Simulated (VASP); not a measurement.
# CsAg5TeS2 in VASP: single point with r2SCAN

Aim: the single point of CsAg5TeS2 with r2SCAN.

Program: VASP 6.6.1. These are calculated values, not measurements. Logs are shortened: lines on timing, memory, paths and dates and some standing lists are left out, and cuts for length are marked.

### Step 1. The cell of the first run

The cell holds a disordered packing, 9 atoms: a = 6.657 Å, b = 5.996 Å, c = 5.927 Å, α = 91.70°, β = 94.85°, γ = 93.13°.

### Step 2. Single point, r2SCAN

Input file POSCAR:

```
CsAg5TeS2
1.0
    6.6073760000     -0.7585660000      0.2960080000
    0.3462130000      5.9817480000      0.2306970000
   -0.8077690000     -0.3555760000      5.8608270000
Cs Te Ag S
1 1 5 2
Direct
    0.1712930000      0.0384270000      0.9544740000
    0.7818260000      0.5164340000      0.1086050000
    0.9472080000      0.8546780000      0.4329300000
    0.1662980000      0.4915800000      0.5982570000
    0.4810510000      0.8251340000      0.5026620000
    0.6719820000      0.9780100000      0.0813230000
    0.4954610000      0.3122550000      0.3807310000
    0.7423300000      0.1478660000      0.6895880000
    0.3925410000      0.5493730000      0.9888830000
```

Input file INCAR.step1:

```
SYSTEM = CsAg5TeS2
PREC = Accurate
ENCUT = 520
ISMEAR = -1
SIGMA = 0.1
LREAL = .FALSE.
LASPH = .TRUE.
NELM = 60
NBANDS = 51
GGA = PE
ALGO = Normal
EDIFF = 1E-4
LWAVE = .TRUE.
LCHARG = .FALSE.
```

Input file INCAR.step2:

```
SYSTEM = CsAg5TeS2
PREC = Accurate
ENCUT = 520
EDIFF = 1E-6
ISMEAR = -1
SIGMA = 0.1
LREAL = .FALSE.
LASPH = .TRUE.
NELM = 60
ALGO = Normal
ISIF = 2
LWAVE = .FALSE.
LCHARG = .FALSE.
METAGGA = R2SCAN
LMIXTAU = .TRUE.
NBANDS = 51
ISTART = 1
```

Input file KPOINTS:

```
Automatic mesh
0
Gamma
  3 3 3
  0.5 0 0
```

Potentials or basis: VASP PAW PBE potentials, release 64 (Cs_sv, Te, Ag, S).

Run with:

```bash
$ cat potpaw_PBE.64/Cs_sv/POTCAR potpaw_PBE.64/Te/POTCAR potpaw_PBE.64/Ag/POTCAR potpaw_PBE.64/S/POTCAR > POTCAR
$ cp INCAR.step1 INCAR
$ mpirun -np 1 vasp_std > vasp.out
$ cp INCAR.step2 INCAR
$ mpirun -np 1 vasp_std > vasp.out
```

OUTCAR:

```text
SYSTEM = CsAg5TeS2
   PREC = Accurate
   ENCUT = 520
   EDIFF = 1E-6
   ISMEAR = -1
   LREAL = .FALSE.
   LASPH = .TRUE.
   NELM = 60
   ISIF = 2
   METAGGA = R2SCAN
   ISTART = 1

 ion  position               nearest neighbor table
   1  0.171  0.038  0.954-
   2  0.782  0.516  0.109-   9 2.65   7 2.85   3 2.86   6 2.91   6 3.27
   3  0.947  0.855  0.433-   8 2.78   6 2.80   4 2.84   2 2.86   5 3.16   5 3.56
   4  0.166  0.492  0.598-   9 2.66   3 2.84   7 2.88   5 2.92
   5  0.481  0.825  0.503-   8 2.68   4 2.92   7 3.03   6 3.04   7 3.15   3 3.16   3 3.56
   6  0.672  0.978  0.081-   8 2.63   3 2.80   2 2.91   7 2.99   5 3.04   9 3.10   2 3.27
   7  0.495  0.312  0.381-   8 2.61   9 2.81   2 2.85   4 2.88   6 2.99   5 3.03   5 3.15
   8  0.742  0.148  0.690-   7 2.61   6 2.63   5 2.68   3 2.78
   9  0.393  0.549  0.989-   2 2.65   4 2.66   7 2.81   6 3.10

  LATTYP: Found a triclinic cell.
 ALAT       =     8.3050291967
 B/A-ratio  =     0.7219960493
 C/A-ratio  =     1.6950056916
 COS(alpha) =     0.0008601121
 COS(beta)  =     0.6300691256
 COS(gamma) =     0.7008197328

  Lattice vectors:

 A1 = (  -0.4615560000,   5.6261720000,   6.0915240000)
 A2 = (   0.3462130000,   5.9817480000,   0.2306970000)
 A3 = (  -8.2229140000,   0.0474140000,  11.4256460000)

Analysis of symmetry for initial positions (statically):
=====================================================================
 Subroutine PRICEL returns:
 Original cell was already a primitive cell.

 Routine SETGRP: Setting up the symmetry group for a
 triclinic supercell.

 Subroutine GETGRP returns: Found  1 space group operations
 (whereof  1 operations were pure point group operations)
 out of a pool of  2 trial point group operations.

The static configuration has the point symmetry C_1 .

Analysis of symmetry for dynamics (positions and initial velocities):
=====================================================================
 Subroutine PRICEL returns:
 Original cell was already a primitive cell.

 Routine SETGRP: Setting up the symmetry group for a
 triclinic supercell.

 Subroutine GETGRP returns: Found  1 space group operations
 (whereof  1 operations were pure point group operations)
 out of a pool of  2 trial point group operations.

The dynamic configuration has the point symmetry C_1 .

 Subroutine INISYM returns: Found  1 space group operations
 (whereof  1 operations are pure point group operations),
 and found     1 'primitive' translations

----------------------------------------------------------------------------------------

                                     Primitive cell

  volume of cell :     235.2577

  direct lattice vectors                    reciprocal lattice vectors
     6.607376000 -0.758566000  0.296008000     0.149368192 -0.009417095  0.020015350
     0.346213000  5.981748000  0.230697000     0.018450280  0.165621743  0.012591172
    -0.807769000 -0.355576000  5.860827000    -0.008270267 -0.006043670  0.169117865

  length of vectors
     6.657361393  5.996198269  5.926906290     0.150997194  0.167121250  0.169427789

  position of ions in fractional coordinates (direct lattice)
     0.171293000  0.038427000  0.954474000
     0.781826000  0.516434000  0.108605000
     0.947208000  0.854678000  0.432930000
     0.166298000  0.491580000  0.598257000
     0.481051000  0.825134000  0.502662000
     0.671982000  0.978010000  0.081323000
     0.495461000  0.312255000  0.380731000
     0.742330000  0.147866000  0.689588000
     0.392541000  0.549373000  0.988883000

  ion indices of the primitive-cell ions
   primitive index   ion index
                 1           1
                 2           2
                 3           3
                 4           4
                 5           5
                 6           6
                 7           7
                 8           8
                 9           9

----------------------------------------------------------------------------------------

 KPOINTS: Automatic mesh

Automatic generation of k-mesh.
 Grid dimensions read from file:
 generate k-points for:    3    3    3

 Generating k-lattice:

  Cartesian coordinates                     Fractional coordinates (reciprocal lattice)
     0.049789397 -0.003139032  0.006671783     0.333333333  0.000000000  0.000000000
     0.006150093  0.055207248  0.004197057    -0.000000000  0.333333333  0.000000000
    -0.002756756 -0.002014557  0.056372622     0.000000000  0.000000000  0.333333333

  Length of vectors
     0.050332398  0.055707083  0.056475930

  Shift w.r.t. Gamma in fractional coordinates (k-lattice)
     0.500000000  0.000000000  0.000000000

 Subroutine IBZKPT returns following result:
 ===========================================

 Found     14 irreducible k-points:

 Following reciprocal coordinates:
            Coordinates               Weight
  0.166667  0.000000 -0.000000      2.000000
  0.500000  0.000000 -0.000000      1.000000
  0.166667  0.333333 -0.000000      2.000000
  0.500000  0.333333 -0.000000      2.000000
 -0.166667  0.333333 -0.000000      2.000000
  0.166667 -0.000000  0.333333      2.000000
  0.500000  0.000000  0.333333      2.000000
 -0.166667  0.000000  0.333333      2.000000
  0.166667  0.333333  0.333333      2.000000
  0.500000  0.333333  0.333333      2.000000
 -0.166667  0.333333  0.333333      2.000000
  0.166667 -0.333333  0.333333      2.000000
  0.500000 -0.333333  0.333333      2.000000
 -0.166667 -0.333333  0.333333      2.000000
   k-points           NKPTS =     14   k-points in BZ     NKDIM =     14   number of bands    NBANDS=     51
   number of dos      NEDOS =    301   number of ions     NIONS =      9
   total plane-waves  NPLWV = 115200
   dimension x,y,z NGX =    50 NGY =   48 NGZ =   48
   dimension x,y,z NGXF=   100 NGYF=   96 NGZF=   96
   ions per type =               1   1   5   2
   NGX,Y,Z   is equivalent  to a cutoff of  12.49, 13.31, 13.46 a.u.
   NGXF,Y,Z  is equivalent  to a cutoff of  24.97, 26.62, 26.93 a.u.
 SYSTEM =  CsAg5TeS2
   PREC   = accura    normal or accurate (medium, high low for compatibility)
   ISTART =      1    job   : 0-new  1-cont  2-samecut
   ICHARG =      0    charge: 1-file 2-atom 10-const
   ISPIN  =      1    spin polarized calculation?
   LNONCOLLINEAR =      F non collinear calculations
   LSORBIT =      F    spin-orbit coupling
   LASPH  =      T    aspherical Exc in radial PAW
   ENCUT  =  520.0 eV  38.22 Ry    6.18 a.u.  12.38 11.15 11.02*2*pi/ulx,y,z
   NELM   =     60;   NELMIN=  2; NELMDL=  0     # of ELM steps
   EDIFF  = 0.1E-05   stopping-criterion for ELM
   LREAL  =      F    real-space projection
   EDIFFG = 0.1E-04   stopping-criterion for IOM
   NSW    =      0    number of steps for IOM
   IBRION =     -1    ionic relax: 0-MD 1-quasi-New 2-CG
   NFREE  =      0    steps in history (QN), initial steepest desc. (CG)
   ISIF   =      2    stress and relaxation
   ISYM   =      2    0-nonsym 1-usesym 2-fastsym
   POTIM  = 0.5000    time-step for ionic-motion
   TEBEG  =    0.0;   TEEND  =   0.0 temperature during run
   PSTRESS=    0.0 pullay stress
   NELECT =      82.0000    total number of electrons
   NUPDOWN=      -1.0000    fix difference up-down
   EMIN   =  10.00;   EMAX   =-10.00  energy-range for DOS
   EFERMI =   0.00;   METHOD = LEGACY
   ISMEAR =    -1;   SIGMA  =   0.10  broadening in eV -4-tet -1-fermi 0-gaus
   EFERMI_NEDOS =   21; number of points for ismear=-14 and -15
   IALGO  =     38    algorithm
   IMIX   =      4    mixing-type and parameters
     AMIX     =   0.40;   BMIX     =  1.00
     AMIX_MAG =   1.60;   BMIX_MAG =  1.00
  volume/ion in A,a.u.               =      26.14       176.40
  Fermi-wavevector in a.u.,A,eV,Ry     =   1.152121  2.177193 18.060144  1.327383
  Thomas-Fermi vector in A             =   2.288774
   LORBIT       =      0    0 simple, 1 ext, 2 COOP (PROOUT), +10 PAW based schemes
   METAGGA = R2SCAN    functional components
   LHFCALC =     F    Hartree Fock is set to
   AEXX    =    0.0000 exact exchange contribution
   IVDW    =     0    specifies the selected vdW correction
   LEPSILON=     F    determine dielectric tensor
   LRPA    =     F    only Hartree local field effects (RPA)
 non-spin polarized calculation
  energy-cutoff  :      520.00
  volume of cell :      235.26
 maximum number of plane-waves:      6352
 NGX is ok and might be reduce to    50
   NGX = 25   NGY = 23   NGZ = 23

 number of electron      81.9999998 magnetization

 Free energy of the ion-electron system (eV)
  ---------------------------------------------------
  ext. energy  EPLUGINS =         0.00000000
  ---------------------------------------------------
  free energy    TOTEN  =      -172.35180303 eV

  energy without entropy =     -172.27896754  energy(sigma->0) =     -172.31538528

 E-fermi :   4.5987     XC(G=0): -10.1049

 val. band max:        4.5968145082   @ k =   0.1667   0.0000  -0.0000
 cond. band min:       4.8667510161   @ k =  -0.1667   0.3333  -0.0000
 fundamental gap:      0.2699365078
 Fermi energy:         4.5987475433

 k-point     1 :       0.1667    0.0000   -0.0000
  band No.  band energies     occupation
      1     -17.9192      2.00000
      2      -9.1370      2.00000
      3      -8.4856      2.00000
      4      -6.6553      2.00000
      5      -4.6596      2.00000
      6      -4.6046      2.00000
[... 43 lines left out ...]
     50       9.3399      0.00000
     51       9.9098      0.00000

 k-point     2 :       0.5000    0.0000   -0.0000
  band No.  band energies     occupation
      1     -17.9181      2.00000
      2      -9.1376      2.00000
      3      -8.4644      2.00000
      4      -6.7341      2.00000
      5      -4.6526      2.00000
      6      -4.6201      2.00000
[... 640 lines left out ...]
 k-point    14 :      -0.1667   -0.3333    0.3333
  band No.  band energies     occupation
      1     -17.9160      2.00000
      2      -9.0905      2.00000
      3      -8.5237      2.00000
      4      -6.6638      2.00000
      5      -4.7175      2.00000
      6      -4.6475      2.00000
[... 43 lines left out ...]
     50       9.9130      0.00000
     51      10.2025      0.00000

------------------------ aborting loop because EDIFF is reached ----------------------------------------

  FORCE on cell =-STRESS in cart. coord.  units (eV):
  Direction    XX          YY          ZZ          XY          YZ          ZX
  --------------------------------------------------------------------------------------
  -------------------------------------------------------------------------------------
  Total       -2.9164742     -3.0498836     -1.5074781     -0.8009234      0.3956196      0.0544688
  in kB      -19.8620848    -20.7706440    -10.2663885     -5.4545345      2.6942912      0.3709489
  external PRESSURE =     -16.9663724 kB  Pullay stress =       0.0000000 kB

 VOLUME and BASIS-vectors are now :
 -----------------------------------------------------------------------------
  energy-cutoff  :      520.00
  volume of cell :      235.26
      direct lattice vectors                 reciprocal lattice vectors
     6.607376000 -0.758566000  0.296008000     0.149368192 -0.009417095  0.020015350
     0.346213000  5.981748000  0.230697000     0.018450280  0.165621743  0.012591172
    -0.807769000 -0.355576000  5.860827000    -0.008270267 -0.006043670  0.169117865

 POSITION                                       TOTAL-FORCE (eV/Angst)
 -----------------------------------------------------------------------------------
      0.37411     -0.23946      5.65358         0.043364     -0.124825      0.180718
      5.25689      2.45749      0.98708         0.527708      0.561024      0.506608
      6.20475      4.24001      3.01488        -0.440324     -0.199957      0.243753
      0.78573      2.60163      3.66891         0.195502      0.472729     -0.166213
      3.05812      4.39210      3.27877         0.014663      0.046200      0.042458
      4.71295      5.31155      0.90116         0.043213     -0.019664     -0.184850
      3.07426      1.35661      2.45010         0.218531      0.109343      0.445622
      4.39902      0.07619      4.29540        -0.672317     -0.804336     -0.998702
      1.98508      2.63682      6.03861         0.069660     -0.040513     -0.069395
 -----------------------------------------------------------------------------------
    total drift:                               -0.000233     -0.001054      0.000185

  FREE ENERGIE OF THE ION-ELECTRON SYSTEM (eV)
  ---------------------------------------------------
  free  energy   TOTEN  =      -172.3518030324 eV

  energy  without entropy=     -172.2789675374  energy(sigma->0) =     -172.31538528
```

Wall time 13 min (1 thread of AMD EPYC 7R43 (Zen 3), shared host); peak memory 0.42 GiB.

Results:

```yaml
Free_energy: -172.3518 eV
Pressure: -1.7 GPa
Largest_force: 1.448 eV/Å
Band_gap_on_the_k_mesh: zero (bands 41 and 42 overlap by 0.11 eV)
```

Forces on the atoms (eV/Å):
```
Cs   0.043 -0.125  0.181
Te   0.528  0.561  0.507
Ag  -0.440 -0.200  0.244
Ag   0.196  0.473 -0.166
Ag   0.015  0.046  0.042
Ag   0.043 -0.020 -0.185
Ag   0.219  0.109  0.446
S   -0.672 -0.804 -0.999
S    0.070 -0.041 -0.069
```

Caveat: the PAW data sets were made with another functional, which shifts forces and pressure a little; spin-orbit coupling is left out, which moves the levels of the heavy elements.
